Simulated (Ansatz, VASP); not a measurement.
# GaP in VASP and in Ansatz

File INCAR:

```
PREC = Accurate
ENCUT = 520
EDIFF = 1E-7
ISMEAR = -1
SIGMA = 0.08
LREAL = False
LASPH = True
NELM = 150
ALGO = Normal
ISIF = 2
LWAVE = False
LCHARG = False
MAGMOM = 0 0 0 0 0 0
LORBIT = 11
LSORBIT = True
GGA_COMPAT = False
LORBMOM = True
GGA = PE
NBANDS = 30
```

Contents of KPOINTS:

```
regular mesh
0
Gamma
  12 12 12
```

File POSCAR:

```
GaP
1.0
    0.0000000000      2.7252500000      2.7252500000
    2.7252500000      0.0000000000      2.7252500000
    2.7252500000      2.7252500000      0.0000000000
Ga P
1 1
Direct
    0.0000000000      0.0000000000      0.0000000000
    0.7500000000      0.7500000000      0.7500000000
```

Input for Ansatz:

```yaml
crystal:
  lattice:
    - [0.0, 2.72525, 2.72525]
    - [2.72525, 0.0, 2.72525]
    - [2.72525, 2.72525, 0.0]
  atoms:
    - { symbol: Ga, position: [0.0, 0.0, 0.0] }
    - { symbol: P, position: [0.75, 0.75, 0.75] }
kpoints:
  mp_grid: { grid: [12, 12, 12] }
  band_path:
    path:
      - [0.0, 0.0, 0.0]
      - [-0.5, -0.5, 0.0]
      - [-0.375, -0.375, 0.25]
      - [-0.375, 0.0, 0.375]
      - [0.0, 0.0, 0.0]
      - [0.0, 0.0, 0.5]
      - [-0.5, -0.25, 0.25]
      - [-0.5, -0.5, 0.0]
    npoints: 5
scf:
  occupations: { method: fermi_dirac, width: 0.08 }
hamiltonian:
  xc: pbe
  pseudopotentials: { kind: all_electron, lapw: { basis_error: 0.0005 } }
output:
  forces: true
  stress: true
  eigenvalues: true
magnetization:
  noncollinear: true
  spin_orbit: true
```

Alike in both runs: task single point; functional PBE; k mesh 12 × 12 × 12; occupations fermi-dirac, width 0.08 eV; non-collinear spin, spin-orbit coupling.

|  | VASP | Ansatz |
| --- | --- | --- |
| version | VASP 6.6.1 | Ansatz 0.2.0 |
| potentials or method | VASP PAW PBE potentials, release 64 (Ga_d, P), cutoff 520 eV | all-electron LAPW |

|  | VASP | Ansatz | Ansatz less VASP |
| --- | --- | --- | --- |
| pressure (GPa) | 2.5 | 2.5 | -0.02 |

Ansatz ran all-electron here, and VASP with PAW potentials.
